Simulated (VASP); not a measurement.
# ZrNb2N3 (P-6m2) in VASP: a series of runs

ZrNb2N3 is run at these levels: PBE; tasks: single point.

Everything below comes from runs of VASP 6.6.1. Logs are shortened: lines on timing, memory, paths and dates and some standing lists are left out, and cuts for length are marked.

**1. The cell of the first run**

It takes space group P-6m2 (No. 187, hexagonal). Conventional cell: a = 4.291 Å, b = 4.291 Å, c = 5.275 Å, α = 90.00°, β = 90.00°, γ = 120.00°. Zr (site symmetry -6m2) has 8 N at 2.55 to 2.64 Å within 3.4 Å. Nb (site symmetry -6m2) has 3 Nb at 2.48 Å and 9 N at 2.48 to 3.19 Å within 3.3 Å. Nb (site symmetry -6m2) has 5 N at 2.01 to 2.48 Å and 3 Nb at 2.48 Å within 2.7 Å. Within 1.7 Å of N (site symmetry 3m) lie 1 N at 1.25 Å. N (site symmetry -6m2) has 6 Nb at 2.48 Å and 2 Zr at 2.64 Å and 6 N at 3.19 Å within 3.3 Å.

The cell was built from a structure type or drawn by symmetry, and may not be a known phase.

**2. Single point, PBE**

File INCAR:

```
SYSTEM = ZrNb2N3
PREC     = Accurate       ! precision mode
ENCUT    = 600            ! plane-wave cutoff, eV
EDIFF    = 1E-6           ! SCF threshold, eV
ISMEAR   = 0              ! smearing method
SIGMA    = 0.15           ! smearing width, eV
LREAL    = .False.        ! projectors in reciprocal space
LASPH    = .True.         ! aspherical terms in the spheres
NELM     = 120            ! most SCF steps
ALGO     = Normal         ! electronic algorithm
ISIF     = 2              ! what is computed and relaxed
LWAVE    = .False.        ! write WAVECAR
LCHARG   = .False.        ! write CHGCAR
GGA      = PE             ! functional
NBANDS   = 36             ! bands
GGA_COMPAT= .False.
```

File KPOINTS:

```
regular mesh
0
Gamma
  4 4 2
  0 0 0
```

File POSCAR:

```
ZrNb2N3
1.0
    4.2909143884      0.0000000000      0.0000000000
   -2.1454571942      3.7160408658      0.0000000000
    0.0000000000      0.0000000000      5.2751478663
Zr Nb N
1 2 3
Direct
    0.0000000000      0.0000000000      0.5000000000
    0.6666666667      0.3333333333      0.0000000000
    0.3333333333      0.6666666667      0.0000000000
    0.3333333333      0.6666666667      0.6183608372
    0.3333333333      0.6666666667      0.3816391628
    0.0000000000      0.0000000000      0.0000000000
```

Potentials or basis: VASP PAW PBE potentials, release 64 (Zr_sv, Nb_sv, N).

Started as:

```
$ cat potpaw_PBE.64/Zr_sv/POTCAR potpaw_PBE.64/Nb_sv/POTCAR potpaw_PBE.64/N/POTCAR > POTCAR
$ mpirun -np 1 vasp_std > vasp.out
```

OUTCAR:

```text
SYSTEM = ZrNb2N3
   PREC = Accurate
   ENCUT = 600
   EDIFF = 1E-6
   ISMEAR = 0
   LREAL = .False.
   LASPH = .True.
   NELM = 120
   ISIF = 2
   GGA = PE

 ion  position               nearest neighbor table
   1  0.000  0.000  0.500-   4 2.55   5 2.55   4 2.55   5 2.55   4 2.55   5 2.55   6 2.64   6 2.64

   2  0.667  0.333  0.000-   3 2.48   3 2.48   3 2.48
   3  0.333  0.667  0.000-   4 2.01   5 2.01   2 2.48   2 2.48   2 2.48
   4  0.333  0.667  0.618-   5 1.25   3 2.01   1 2.55   1 2.55   1 2.55
   5  0.333  0.667  0.382-   4 1.25   3 2.01   1 2.55   1 2.55   1 2.55
   6  0.000  0.000  0.000-   1 2.64   1 2.64

  LATTYP: Found a hexagonal cell.
 ALAT       =     4.2909143884
 C/A-ratio  =     1.2293761629

  Lattice vectors:

 A1 = (   4.2909143884,   0.0000000000,   0.0000000000)
 A2 = (  -2.1454571942,   3.7160408658,   0.0000000000)
 A3 = (   0.0000000000,   0.0000000000,   5.2751478663)

Analysis of symmetry for initial positions (statically):
=====================================================================
 Subroutine PRICEL returns:
 Original cell was already a primitive cell.

 Routine SETGRP: Setting up the symmetry group for a
 hexagonal supercell.

 Subroutine GETGRP returns: Found 12 space group operations
 (whereof 12 operations were pure point group operations)
 out of a pool of 24 trial point group operations.

The static configuration has the point symmetry D_3h.

Analysis of symmetry for dynamics (positions and initial velocities):
=====================================================================
 Subroutine PRICEL returns:
 Original cell was already a primitive cell.

 Routine SETGRP: Setting up the symmetry group for a
 hexagonal supercell.

 Subroutine GETGRP returns: Found 12 space group operations
 (whereof 12 operations were pure point group operations)
 out of a pool of 24 trial point group operations.

The dynamic configuration has the point symmetry D_3h.

 Subroutine INISYM returns: Found 12 space group operations
 (whereof 12 operations are pure point group operations),
 and found     1 'primitive' translations

----------------------------------------------------------------------------------------

                                     Primitive cell
[... 81 lines left out ...]
   NELM   =    120;   NELMIN=  2; NELMDL= -5     # of ELM steps
   EDIFF  = 0.1E-05   stopping-criterion for ELM
   LREAL  =      F    real-space projection
   EDIFFG = 0.1E-04   stopping-criterion for IOM
   NSW    =      0    number of steps for IOM
   IBRION =     -1    ionic relax: 0-MD 1-quasi-New 2-CG
   NFREE  =      0    steps in history (QN), initial steepest desc. (CG)
   ISIF   =      2    stress and relaxation
   ISYM   =      2    0-nonsym 1-usesym 2-fastsym
   POTIM  = 0.5000    time-step for ionic-motion
   TEBEG  =    0.0;   TEEND  =   0.0 temperature during run
   PSTRESS=    0.0 pullay stress
   NELECT =      53.0000    total number of electrons
   NUPDOWN=      -1.0000    fix difference up-down
   EMIN   =  10.00;   EMAX   =-10.00  energy-range for DOS
   EFERMI =   0.00;   METHOD = LEGACY
   ISMEAR =     0;   SIGMA  =   0.15  broadening in eV -4-tet -1-fermi 0-gaus
   EFERMI_NEDOS =   21; number of points for ismear=-14 and -15
   IALGO  =     38    algorithm
   IMIX   =      4    mixing-type and parameters
     AMIX     =   0.40;   BMIX     =  1.00
     AMIX_MAG =   1.60;   BMIX_MAG =  1.00
  volume/ion in A,a.u.               =      14.02        94.60
  Fermi-wavevector in a.u.,A,eV,Ry     =   1.403498  2.652227 26.800846  1.969807
  Thomas-Fermi vector in A             =   2.526154
   LORBIT       =      0    0 simple, 1 ext, 2 COOP (PROOUT), +10 PAW based schemes
   GGA     = PE    functional components
   LHFCALC =     F    Hartree Fock is set to
   AEXX    =    0.0000 exact exchange contribution
   IVDW    =     0    specifies the selected vdW correction
   LEPSILON=     F    determine dielectric tensor
   LRPA    =     F    only Hartree local field effects (RPA)
 non-spin polarized calculation
 Gauss-broadening in eV      SIGMA  =   0.15
  energy-cutoff  :      600.00
  volume of cell :       84.11
 maximum number of plane-waves:      2830
 NGX is ok and might be reduce to    36
   NGX = 17   NGY = 17   NGZ = 21

 number of electron      52.9999996 magnetization

 Free energy of the ion-electron system (eV)
  ---------------------------------------------------
  ext. energy  EPLUGINS =         0.00000000
  ---------------------------------------------------
  free energy    TOTEN  =       -50.95052399 eV

  energy without entropy =      -50.86984315  energy(sigma->0) =      -50.91018357

 E-fermi :   9.6432     XC(G=0): -11.6403

 val. band max:        9.6077725422   @ k =   0.5000   0.0000   0.0000
 cond. band min:       9.6535768895   @ k =   0.2500   0.2500   0.0000
 fundamental gap:      0.0458043474
 Fermi energy:         9.6432348055

 k-point     1 :       0.0000    0.0000    0.0000
  band No.  band energies     occupation
      1     -45.6479      2.00000
      2     -44.9148      2.00000
      3     -41.0512      2.00000
      4     -22.4339      2.00000
      5     -22.4339      2.00000
      6     -21.9943      2.00000
[... 301 lines left out ...]
     35      12.7515      0.00000
     36      13.4115      0.00000

------------------------ aborting loop because EDIFF is reached ----------------------------------------

  FORCE on cell =-STRESS in cart. coord.  units (eV):
  Direction    XX          YY          ZZ          XY          YZ          ZX
  --------------------------------------------------------------------------------------
  -------------------------------------------------------------------------------------
  Total       -0.0073290     -0.0073290      0.0259234      0.0000000     -0.0000000     -0.0000000
  in kB       -0.1396009     -0.1396009      0.4937847      0.0000000     -0.0000000     -0.0000000
  external PRESSURE =       0.0715276 kB  Pullay stress =       0.0000000 kB

 VOLUME and BASIS-vectors are now :
 -----------------------------------------------------------------------------
  energy-cutoff  :      600.00
  volume of cell :       84.11
      direct lattice vectors                 reciprocal lattice vectors
     4.290914388  0.000000000  0.000000000     0.233050560  0.134551803  0.000000000
    -2.145457194  3.716040866  0.000000000     0.000000000  0.269103607  0.000000000
     0.000000000  0.000000000  5.275147866     0.000000000  0.000000000  0.189568146

 POSITION                                       TOTAL-FORCE (eV/Angst)
 -----------------------------------------------------------------------------------
      0.00000      0.00000      2.63757         0.000000     -0.000000      0.000000
      2.14546      1.23868      0.00000         0.000000      0.000000      0.000000
     -0.00000      2.47736      0.00000        -0.000000      0.000000      0.000000
     -0.00000      2.47736      3.26194         0.000000      0.000000      0.265458
     -0.00000      2.47736      2.01320         0.000000     -0.000000     -0.265458
      0.00000      0.00000      0.00000         0.000000      0.000000      0.000000
 -----------------------------------------------------------------------------------
    total drift:                                0.000000     -0.000000      0.000000

  FREE ENERGIE OF THE ION-ELECTRON SYSTEM (eV)
  ---------------------------------------------------
  free  energy   TOTEN  =       -50.9505239918 eV

  energy  without entropy=      -50.8698431520  energy(sigma->0) =      -50.91018357
```

OSZICAR:

```text
N       E                     dE             d eps       ncg     rms          rms(c)
DAV:   1     0.648508053622E+03    0.64851E+03   -0.30821E+04   576   0.166E+03
DAV:   2     0.738969911310E+01   -0.64112E+03   -0.61641E+03   668   0.582E+02
DAV:   3    -0.545681593140E+02   -0.61958E+02   -0.60138E+02   984   0.147E+02
DAV:   4    -0.587518079685E+02   -0.41836E+01   -0.41255E+01   956   0.331E+01
DAV:   5    -0.589229155598E+02   -0.17111E+00   -0.17045E+00   960   0.625E+00    0.191E+01
DAV:   6    -0.518314724694E+02    0.70914E+01   -0.44992E+01   804   0.313E+01    0.104E+01
DAV:   7    -0.511420084724E+02    0.68946E+00   -0.93918E+00   984   0.179E+01    0.536E+00
DAV:   8    -0.509881475253E+02    0.15386E+00   -0.14839E+00   920   0.730E+00    0.301E+00
DAV:   9    -0.509548299495E+02    0.33318E-01   -0.25581E-01   948   0.360E+00    0.118E+00
DAV:  10    -0.509518567285E+02    0.29732E-02   -0.70686E-02   912   0.132E+00    0.582E-01
DAV:  11    -0.509511735327E+02    0.68320E-03   -0.25048E-02   912   0.876E-01    0.355E-01
DAV:  12    -0.509505017705E+02    0.67176E-03   -0.42545E-03   856   0.426E-01    0.942E-02
DAV:  13    -0.509505170071E+02   -0.15237E-04   -0.58234E-04   896   0.152E-01    0.341E-02
DAV:  14    -0.509505223352E+02   -0.53280E-05   -0.60934E-05   880   0.508E-02    0.159E-02
DAV:  15    -0.509505237394E+02   -0.14043E-05   -0.18191E-05   840   0.248E-02    0.592E-03
DAV:  16    -0.509505239918E+02   -0.25231E-06   -0.18736E-06   536   0.828E-03
   1 F= -.50950524E+02 E0= -.50910184E+02  d E =-.806808E-01
```

stdout:

```text
POSCAR found type information on POSCAR ZrNbN
 POSCAR found :  3 types and       6 ions
 scaLAPACK will be used
 LDA part: xc-table for (Slater+PW92), standard interpolation
 POSCAR, INCAR and KPOINTS ok, starting setup
 FFT: planning ... GRIDC
 FFT: planning ... GRID_SOFT
 FFT: planning ... GRID
 WAVECAR not read
 entering main loop
```

Wall time 36 s (1 thread of AMD EPYC 7R13 (Zen 3), shared host); peak memory 0.2 GiB.

Results:

```
Free energy            : -50.9505 eV
Pressure               : 0.0 GPa
Largest force          : 0.265 eV/Å
Band gap on the k mesh : zero (an odd number of electrons rules out a gap without spin polarisation)
```

Forces on the atoms (eV/Å):
```
Zr   0.000  0.000  0.000
Nb   0.000  0.000  0.000
Nb   0.000  0.000  0.000
N    0.000  0.000  0.265
N    0.000  0.000 -0.265
N    0.000  0.000  0.000
```

Caveat: the k points lie up to 0.60 Å⁻¹ apart, too coarse for converged energies and pressures of a metal; the standard files for N, O and F lose accuracy on very short bonds.

**3. Single point, PBE**

This run uses another cell than the first one, of 20.19 Å³/atom.

File INCAR:

```
SYSTEM = ZrNb2N3
  PREC = Accurate
  ENCUT = 600
  EDIFF = 1E-6
  ISMEAR = 0
  SIGMA = 0.15
  LREAL = .FALSE.
  LASPH = .TRUE.
  NELM = 120
  ALGO = Normal
  ISIF = 2
  LWAVE = .FALSE.
  LCHARG = .FALSE.
  GGA = PE
  NBANDS = 36
  GGA_COMPAT = .FALSE.
```

File KPOINTS:

```
regular mesh
0
G
  4 4 2
  0 0 0
```

File POSCAR:

```
ZrNb2N3
1.0
    4.9035197265     -0.0000000036      0.0000000000
   -2.4517598602      4.2465726529      0.0000000000
    0.0000000000      0.0000000000      5.8182671832
Zr Nb N
1 2 3
Direct
    0.0000000000      0.0000000000      0.9573716341
    0.3333333333      0.6666666667      0.1885777845
    0.3333333333      0.6666666667      0.7261606475
    0.5006806161      0.4993193839     -0.0426406754
    0.5006806161      0.0013612323     -0.0426406754
    0.9986387677      0.4993193839     -0.0426406754
```

Potentials or basis: VASP PAW PBE potentials, release 64 (Zr_sv, Nb_sv, N).

Started as:

```
$ cat potpaw_PBE.64/Zr_sv/POTCAR potpaw_PBE.64/Nb_sv/POTCAR potpaw_PBE.64/N/POTCAR > POTCAR
$ mpirun -np 1 vasp_std > vasp.out
```

It took 44 s on 1 thread of Intel Xeon 6975P-C (Granite Rapids), shared host; peak memory 0.27 GiB.

The run converged. Its results:

| Item | Value |
| --- | --- |
| Free energy | -51.6722 eV |
| Pressure | -0.2 GPa |
| Largest force | 0.056 eV/Å |
| Band gap on the k mesh | zero (an odd number of electrons rules out a gap without spin polarisation) |

Forces on the atoms (eV/Å):
```
Zr   0.000  0.000  0.000
Nb   0.000  0.000 -0.056
Nb   0.000  0.000  0.054
N   -0.035  0.020  0.001
N    0.000 -0.040  0.001
N    0.035  0.020  0.001
```

Stress tensor (GPa, compression positive):
```
-0.14  0.00  0.00
 0.00 -0.14  0.00
 0.00  0.00 -0.43
```

Levels at points of the mesh, in eV from the Fermi level:
| k point | band 23 | band 24 | band 25 | band 26 | band 27 | band 28 | band 29 | band 30 | band 31 | band 32 |
| --- | --- | --- | --- | --- | --- | --- | --- | --- | --- | --- |
| (0.00, 0.00, 0.00) | -1.19 | -1.19 | -0.40 | -0.40 | -0.24 | 0.13 | 1.80 | 1.80 | 2.90 | 3.14 |
| (0.50, 0.00, 0.00) | -2.88 | -1.22 | -0.57 | -0.10 | 0.60 | 0.77 | 0.99 | 1.92 | 2.10 | 2.38 |
| (0.00, 0.00, 0.50) | -0.93 | -0.67 | -0.67 | -0.57 | -0.41 | -0.24 | 1.67 | 1.69 | 1.69 | 2.16 |
| (0.50, 0.00, 0.50) | -2.85 | -0.91 | -0.53 | -0.22 | -0.18 | 0.38 | 0.49 | 0.76 | 1.73 | 2.24 |

Caveat: the k points lie up to 0.54 Å⁻¹ apart, too coarse for converged energies and pressures of a metal.
